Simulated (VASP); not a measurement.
# LiSb3O2 (P1) in VASP: single point with r2SCAN

Aim: the single point of LiSb3O2 with r2SCAN.

Program: VASP 6.6.1. These are calculated values, not measurements. Logs are shortened: lines on timing, memory, paths and dates and some standing lists are left out, and cuts for length are marked.

## (1) The cell of the first run

The typed cell holds 12 atoms: a = 6.454 Å, b = 6.788 Å, c = 7.305 Å, α = 62.17°, β = 116.19°, γ = 90.21°.

## (2) Single point, r2SCAN

Input file POSCAR:

```
LiSb3O2
1.0
   -0.0119515700      0.0089056100      6.4542310600
    6.7878389600      0.0026743100     -0.0125393600
    3.4021216700      5.6024970500     -3.2256082000
Sb O Li
6 4 2
Direct
    0.5164790000      0.9781820000      0.5157690000
    0.0052020000      0.9641320000      0.5007920000
    0.9851910000      0.5038770000      0.4954560000
    0.5161460000      0.4932890000      0.4992440000
    0.9788830000      0.0199870000      0.9744310000
    0.5193570000      0.9856200000      0.9911600000
    0.1094410000      0.2377260000      0.1879620000
    0.9079250000      0.7667600000      0.8180150000
    0.4082750000      0.3851120000      0.8203080000
    0.5903880000      0.5789100000      0.1855260000
    0.2639000000      0.4973430000      0.0069190000
    0.7639340000      0.4915830000      0.0128900000
```

Input file INCAR.step1:

```
SYSTEM = LiSb3O2
  PREC = Accurate
  ENCUT = 520
  ISMEAR = -1
  SIGMA = 0.1
  LREAL = .FALSE.
  LASPH = .TRUE.
  NELM = 100
  NBANDS = 42
  GGA = PE
  ALGO = Normal
  EDIFF = 1E-4
  LWAVE = .TRUE.
  LCHARG = .FALSE.
```

Input file INCAR.step2:

```
SYSTEM = LiSb3O2
  PREC = Accurate
  ENCUT = 520
  EDIFF = 1E-6
  ISMEAR = -1
  SIGMA = 0.1
  LREAL = .FALSE.
  LASPH = .TRUE.
  NELM = 100
  ALGO = Normal
  ISIF = 2
  LWAVE = .FALSE.
  LCHARG = .FALSE.
  METAGGA = R2SCAN
  LMIXTAU = .TRUE.
  NBANDS = 42
  ISTART = 1
```

Input file KPOINTS:

```
Automatic mesh
0
Gamma
  3 3 3
  0.5 0 0
```

Potentials or basis: VASP PAW PBE potentials, release 64 (Sb, O, Li_sv).

Started as:

```console
$ cat potpaw_PBE.64/Sb/POTCAR potpaw_PBE.64/O/POTCAR potpaw_PBE.64/Li_sv/POTCAR > POTCAR
$ cp INCAR.step1 INCAR
$ mpirun -np 1 vasp_std > vasp.out
$ cp INCAR.step2 INCAR
$ mpirun -np 1 vasp_std > vasp.out
```

OUTCAR:

```text
SYSTEM = LiSb3O2
   PREC = Accurate
   ENCUT = 520
   EDIFF = 1E-6
   ISMEAR = -1
   LREAL = .FALSE.
   LASPH = .TRUE.
   NELM = 100
   ISIF = 2
   METAGGA = R2SCAN
   ISTART = 1

 ion  position               nearest neighbor table
   1  0.516  0.978  0.516-   8 2.34   7 2.51   2 3.21   2 3.26   4 3.35   4 3.44   6 3.49   5 3.50

   2  0.005  0.964  0.501-   8 2.44   7 2.55   3 3.14  11 3.19   1 3.21   1 3.26   6 3.59   5 3.61
                             3 3.65   6 3.72   5 3.73
   3  0.985  0.504  0.495-  10 2.39   9 2.50   4 3.04   2 3.14   4 3.42   6 3.51   5 3.53   2 3.65
                             5 3.77
   4  0.516  0.493  0.499-  10 2.35   9 2.52   3 3.04   1 3.35   3 3.42   5 3.43   1 3.44   6 3.63
                             6 3.66
   5  0.979  0.020  0.974-   8 2.42   7 2.51   6 3.03   4 3.43   6 3.44   1 3.50   3 3.53   2 3.61
                             2 3.73   3 3.77
   6  0.519  0.986  0.991-   9 2.34  10 2.37   5 3.03   5 3.44   1 3.49   3 3.51   2 3.59   4 3.63
                             4 3.66   2 3.72
   7  0.109  0.238  0.188-  11 2.20  12 2.24   1 2.51   5 2.51   2 2.55
   8  0.908  0.767  0.818-  12 2.25   1 2.34   5 2.42   2 2.44
   9  0.408  0.385  0.820-   6 2.34   3 2.50   4 2.52
  10  0.590  0.579  0.186-  11 2.17  12 2.27   4 2.35   6 2.37   3 2.39
  11  0.264  0.497  0.007-  10 2.17   7 2.20   2 3.19
  12  0.764  0.492  0.013-   7 2.24   8 2.25  10 2.27

  LATTYP: Found a triclinic cell.
 ALAT       =    11.6894589004
 B/A-ratio  =     0.5521426034
 C/A-ratio  =     0.5806813751
 COS(alpha) =     0.0036985091
 COS(beta)  =     0.2937820106
 COS(gamma) =     0.8279611081

  Lattice vectors:

 A1 = (  -3.4140732400,  -5.5935914400,   9.6798392600)
 A2 = (  -0.0119515700,   0.0089056100,   6.4542310600)
 A3 = (  -6.7878389600,  -0.0026743100,   0.0125393600)

Analysis of symmetry for initial positions (statically):
=====================================================================
 Subroutine PRICEL returns:
 Original cell was already a primitive cell.

 Routine SETGRP: Setting up the symmetry group for a
 triclinic supercell.

 Subroutine GETGRP returns: Found  1 space group operations
 (whereof  1 operations were pure point group operations)
 out of a pool of  2 trial point group operations.

The static configuration has the point symmetry C_1 .

Analysis of symmetry for dynamics (positions and initial velocities):
=====================================================================
 Subroutine PRICEL returns:
 Original cell was already a primitive cell.

 Routine SETGRP: Setting up the symmetry group for a
 triclinic supercell.

 Subroutine GETGRP returns: Found  1 space group operations
 (whereof  1 operations were pure point group operations)
 out of a pool of  2 trial point group operations.

The dynamic configuration has the point symmetry C_1 .

 Subroutine INISYM returns: Found  1 space group operations
 (whereof  1 operations are pure point group operations),
 and found     1 'primitive' translations

----------------------------------------------------------------------------------------

                                     Primitive cell

  volume of cell :     245.5821

  direct lattice vectors                    reciprocal lattice vectors
    -0.011951570  0.008905610  6.454231060     0.000250936  0.088981432  0.154814812
     6.787838960  0.002674310 -0.012539360     0.147358190 -0.089255392  0.000396025
     3.402121670  5.602497050 -3.225608200    -0.000070739  0.178393001 -0.000246279

  length of vectors
     6.454248270  6.787851069  7.305268873     0.178564790  0.172282088  0.178393185

  position of ions in fractional coordinates (direct lattice)
     0.516479000  0.978182000  0.515769000
     0.005202000  0.964132000  0.500792000
     0.985191000  0.503877000  0.495456000
     0.516146000  0.493289000  0.499244000
     0.978883000  0.019987000  0.974431000
     0.519357000  0.985620000  0.991160000
     0.109441000  0.237726000  0.187962000
     0.907925000  0.766760000  0.818015000
     0.408275000  0.385112000  0.820308000
     0.590388000  0.578910000  0.185526000
     0.263900000  0.497343000  0.006919000
     0.763934000  0.491583000  0.012890000

[... 26 lines left out ...]
     0.000083645  0.029660477  0.051604937     0.333333333 -0.000000000 -0.000000000
     0.049119397 -0.029751797  0.000132008     0.000000000  0.333333333 -0.000000000
    -0.000023580  0.059464334 -0.000082093     0.000000000 -0.000000000  0.333333333

  Length of vectors
     0.059521597  0.057427363  0.059464395

  Shift w.r.t. Gamma in fractional coordinates (k-lattice)
     0.500000000  0.000000000  0.000000000

 Subroutine IBZKPT returns following result:
 ===========================================

 Found     14 irreducible k-points:

 Following reciprocal coordinates:
            Coordinates               Weight
  0.166667  0.000000  0.000000      2.000000
  0.500000  0.000000 -0.000000      1.000000
  0.166667  0.333333  0.000000      2.000000
  0.500000  0.333333 -0.000000      2.000000
 -0.166667  0.333333  0.000000      2.000000
  0.166667  0.000000  0.333333      2.000000
  0.500000  0.000000  0.333333      2.000000
 -0.166667  0.000000  0.333333      2.000000
  0.166667  0.333333  0.333333      2.000000
  0.500000  0.333333  0.333333      2.000000
 -0.166667  0.333333  0.333333      2.000000
  0.166667 -0.333333  0.333333      2.000000
  0.500000 -0.333333  0.333333      2.000000
 -0.166667 -0.333333  0.333333      2.000000
   k-points           NKPTS =     14   k-points in BZ     NKDIM =     14   number of bands    NBANDS=     42
   number of dos      NEDOS =    301   number of ions     NIONS =     12
   total plane-waves  NPLWV = 129600
   dimension x,y,z NGX =    48 NGY =   50 NGZ =   54
   dimension x,y,z NGXF=    96 NGYF=  100 NGZF=  108
   ions per type =               6   4   2
   NGX,Y,Z   is equivalent  to a cutoff of  12.36, 12.25, 12.29 a.u.
   NGXF,Y,Z  is equivalent  to a cutoff of  24.73, 24.49, 24.58 a.u.
 SYSTEM =  LiSb3O2
   PREC   = accura    normal or accurate (medium, high low for compatibility)
   ISTART =      1    job   : 0-new  1-cont  2-samecut
   ICHARG =      0    charge: 1-file 2-atom 10-const
   ISPIN  =      1    spin polarized calculation?
   LNONCOLLINEAR =      F non collinear calculations
   LSORBIT =      F    spin-orbit coupling
   LASPH  =      T    aspherical Exc in radial PAW
   ENCUT  =  520.0 eV  38.22 Ry    6.18 a.u.  12.00 12.62 13.58*2*pi/ulx,y,z
   NELM   =    100;   NELMIN=  2; NELMDL=  0     # of ELM steps
   EDIFF  = 0.1E-05   stopping-criterion for ELM
   LREAL  =      F    real-space projection
   EDIFFG = 0.1E-04   stopping-criterion for IOM
   NSW    =      0    number of steps for IOM
   IBRION =     -1    ionic relax: 0-MD 1-quasi-New 2-CG
   NFREE  =      0    steps in history (QN), initial steepest desc. (CG)
   ISIF   =      2    stress and relaxation
   ISYM   =      2    0-nonsym 1-usesym 2-fastsym
   POTIM  = 0.5000    time-step for ionic-motion
   TEBEG  =    0.0;   TEEND  =   0.0 temperature during run
   PSTRESS=    0.0 pullay stress
   NELECT =      60.0000    total number of electrons
   NUPDOWN=      -1.0000    fix difference up-down
   EMIN   =  10.00;   EMAX   =-10.00  energy-range for DOS
   EFERMI =   0.00;   METHOD = LEGACY
   ISMEAR =    -1;   SIGMA  =   0.10  broadening in eV -4-tet -1-fermi 0-gaus
   EFERMI_NEDOS =   21; number of points for ismear=-14 and -15
   IALGO  =     38    algorithm
   IMIX   =      4    mixing-type and parameters
     AMIX     =   0.40;   BMIX     =  1.00
     AMIX_MAG =   1.60;   BMIX_MAG =  1.00
  volume/ion in A,a.u.               =      20.47       138.11
  Fermi-wavevector in a.u.,A,eV,Ry     =   1.023434  1.934009 14.250964  1.047416
  Thomas-Fermi vector in A             =   2.157167
   LORBIT       =      0    0 simple, 1 ext, 2 COOP (PROOUT), +10 PAW based schemes
   METAGGA = R2SCAN    functional components
   LHFCALC =     F    Hartree Fock is set to
   AEXX    =    0.0000 exact exchange contribution
   IVDW    =     0    specifies the selected vdW correction
   LEPSILON=     F    determine dielectric tensor
   LRPA    =     F    only Hartree local field effects (RPA)
 non-spin polarized calculation
  energy-cutoff  :      520.00
  volume of cell :      245.58
 maximum number of plane-waves:      6627
   NGX = 25   NGY = 25   NGZ = 27

 number of electron      60.0000002 magnetization

 Free energy of the ion-electron system (eV)
  ---------------------------------------------------
  ext. energy  EPLUGINS =         0.00000000
  ---------------------------------------------------
  free energy    TOTEN  =      -190.20116367 eV

  energy without entropy =     -190.07185081  energy(sigma->0) =     -190.13650724

 E-fermi :   5.4780     XC(G=0):  -9.9296

 val. band max:        5.4652068650   @ k =   0.1667   0.3333   0.3333
 cond. band min:       5.4897904522   @ k =  -0.1667   0.3333   0.3333
 fundamental gap:      0.0245835872
 Fermi energy:         5.4780261465

 k-point     1 :       0.1667    0.0000    0.0000
  band No.  band energies     occupation
      1     -41.8120      2.00000
      2     -41.6097      2.00000
      3     -13.7866      2.00000
      4     -13.5811      2.00000
      5     -13.0554      2.00000
      6     -12.7746      2.00000
[... 619 lines left out ...]
     41      10.1906      0.00000
     42      10.5783      0.00000

------------------------ aborting loop because EDIFF is reached ----------------------------------------

  FORCE on cell =-STRESS in cart. coord.  units (eV):
  Direction    XX          YY          ZZ          XY          YZ          ZX
  --------------------------------------------------------------------------------------
  -------------------------------------------------------------------------------------
  Total      -15.1168434    -10.7338768    -15.1245676     -0.4330698     -0.2362620     -0.0293959
  in kB      -98.6222609    -70.0277939    -98.6726538     -2.8253467     -1.5413727     -0.1917788
  external PRESSURE =     -89.1075695 kB  Pullay stress =       0.0000000 kB

 VOLUME and BASIS-vectors are now :
 -----------------------------------------------------------------------------
  energy-cutoff  :      520.00
  volume of cell :      245.58
      direct lattice vectors                 reciprocal lattice vectors
    -0.011951570  0.008905610  6.454231060     0.000250936  0.088981432  0.154814812
     6.787838960  0.002674310 -0.012539360     0.147358190 -0.089255392  0.000396025
     3.402121670  5.602497050 -3.225608200    -0.000070739  0.178393001 -0.000246279

 POSITION                                       TOTAL-FORCE (eV/Angst)
 -----------------------------------------------------------------------------------
      8.38828      2.89681      1.65754         0.105929     -0.268587     -0.094923
      8.24807      2.80831     -1.59387         0.273156     -0.130812     -0.091216
      5.09406      2.78591      4.75419        -0.098487      0.349381      0.616268
      5.04069      2.80293      1.71477        -0.030906      0.028852     -0.374210
      3.43910      5.46802      3.17455         0.128017      0.239069      0.446426
     10.05607      5.56023      0.14260         0.675783     -0.366325     -0.441796
      2.25181      1.05467      0.09708        -1.397584      0.129137     -0.326060
      7.97678      4.59306      3.21175         0.810243     -0.368239     -0.141186
      5.39999      4.60044     -0.01572        -0.763310     -0.236422      0.160710
      4.55367      1.04621      3.20481         0.633697      0.369023      0.213502
      3.39627      0.04244      1.67472        -0.195506      0.145438     -0.110675
      3.37151      0.08033      4.88286        -0.141030      0.109485      0.143160
 -----------------------------------------------------------------------------------
    total drift:                                0.066888      0.005074     -0.054128

  FREE ENERGIE OF THE ION-ELECTRON SYSTEM (eV)
  ---------------------------------------------------
  free  energy   TOTEN  =      -190.2011636715 eV

  energy  without entropy=     -190.0718508106  energy(sigma->0) =     -190.13650724
```

It took 8.8 min on 1 thread of Intel Xeon Platinum 8488C (Sapphire Rapids), shared host; peak memory 0.42 GiB.

What came out:

```yaml
Free_energy: -190.2012 eV
Largest_force: 1.441 eV/Å
Band_gap_on_the_k_mesh: zero (bands 30 and 31 overlap by 0.30 eV)
```

Forces on the atoms (eV/Å):
```
Sb   0.106 -0.269 -0.095
Sb   0.273 -0.131 -0.091
Sb  -0.098  0.349  0.616
Sb  -0.031  0.029 -0.374
Sb   0.128  0.239  0.446
Sb   0.676 -0.366 -0.442
O   -1.398  0.129 -0.326
O    0.810 -0.368 -0.141
O   -0.763 -0.236  0.161
O    0.634  0.369  0.214
Li  -0.196  0.145 -0.111
Li  -0.141  0.109  0.143
```

Levels at points of the mesh, in eV from the Fermi level:
| k point | band 27 | band 28 | band 29 | band 30 | band 31 | band 32 | band 33 | band 34 |
| --- | --- | --- | --- | --- | --- | --- | --- | --- |
| (0.50, 0.00, 0.00) | -1.34 | -1.22 | -0.69 | -0.45 | -0.04 | 0.44 | 1.39 | 1.94 |

Caveat: the k points lie up to 0.37 Å⁻¹ apart; the cutoff is under 1.25 times the usual one of these potentials, so pressure, stress and relaxed cells hold a basis-set (Pulay) error; the PAW data sets were made with another functional, which shifts forces and pressure a little; spin-orbit coupling is left out, which moves the levels of the heavy elements.
